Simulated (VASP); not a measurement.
Here is a VASP 6.6.1 calculation.

The input INCAR:

```
  PREC = Accurate
  ENCUT = 1340
  EDIFF = 1E-6
  ISMEAR = 0
  SIGMA = 0.01
  LREAL = False
  LASPH = True
  NELM = 120
  ALGO = Normal
  ISIF = 2
  LWAVE = False
  LCHARG = False
  NBANDS = 15
  GGA_COMPAT = False
```

Contents of KPOINTS:

```
regular mesh
0
Gamma
  8 8 8
```

Contents of POSCAR:

```
CaO
1.0
    2.3657195676      2.3657195676      0.0000000000
   -2.3657195676      2.3657195676      0.0000000000
    0.0000000000      2.3657195676      2.3478900191
Ca O
1 1
Direct
    0.0000000000      0.0000000000      0.0000000000
    0.5000000000      0.5000000000      0.0000000000
```

Potentials or basis: VASP PAW LDA potentials, release 64 (Ca_sv, O_h).

Run with:

```bash
$ cat potpaw_LDA.64/Ca_sv/POTCAR potpaw_LDA.64/O_h/POTCAR > POTCAR
$ mpirun -np 1 vasp_std > vasp.out
```

**Question.** Predict the pressure.

**Answer.** -0.1 GPa.

**Question.** Predict the band gap on the k mesh.

**Answer.** 3.40 eV (least direct gap 3.78 eV).

Stress tensor (GPa, compression positive):
```
-0.56  0.00  0.00
 0.00 -0.56  0.00
 0.00  0.00  0.96
```

Caveat: the cell differs from its parent crystal (in-plane strain +0.005, then relaxed in part). A k mesh can miss the band edges.
